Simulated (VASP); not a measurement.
A run of VASP 6.6.1 is set up as follows.

File INCAR:

```
SYSTEM = CaSe4
ALGO = Normal
DIPOL = 0.5 0.5 0.500
EDIFF = 1E-6
ENCUT = 520
GGA = PE
IDIPOL = 3
ISIF = 2
ISMEAR = 0
LASPH = .True.
LCHARG = .False.
LDIPOL = .True.
LREAL = .False.
LWAVE = .False.
NBANDS = 25
NELM = 100
PREC = Accurate
SIGMA = 0.1
```

Contents of KPOINTS:

```
k-points
0
Gamma
  3 3 1
  0 0 0
```

Contents of POSCAR:

```
CaSe4
1.0
    5.8601770000      0.0000000000      0.0000000000
   -2.9300880000      5.0750620000      0.0000000000
    0.0000000000      0.0000000000     17.0000000000
Ca Se
1 4
Direct
    0.0000000000      0.0000000000      0.5000000000
    0.3333333300      0.6666666700      0.4220056700
    0.3333333300      0.6666666700      0.5779943300
    0.6666666700      0.3333333300      0.5779943300
    0.6666666700      0.3333333300      0.4220056700
```

Potentials or basis: VASP PAW PBE potentials, release 64 (Ca_sv, Se).

The run is started by

```console
$ cat potpaw_PBE.64/Ca_sv/POTCAR potpaw_PBE.64/Se/POTCAR > POTCAR
$ mpirun -np 1 vasp_std > vasp.out
```

Q: Predict the largest force.

A: 2.681 eV/Å.

Q: Predict the band gap on the k mesh.

A: Zero (bands 17 and 18 overlap by 0.10 eV).

Forces on the atoms (eV/Å):
```
Ca   0.000  0.000  0.000
Se   0.000  0.000  2.681
Se   0.000  0.000 -2.681
Se   0.000  0.000 -2.681
Se   0.000  0.000  2.681
```

Caveat: the k points lie up to 0.41 Å⁻¹ apart.
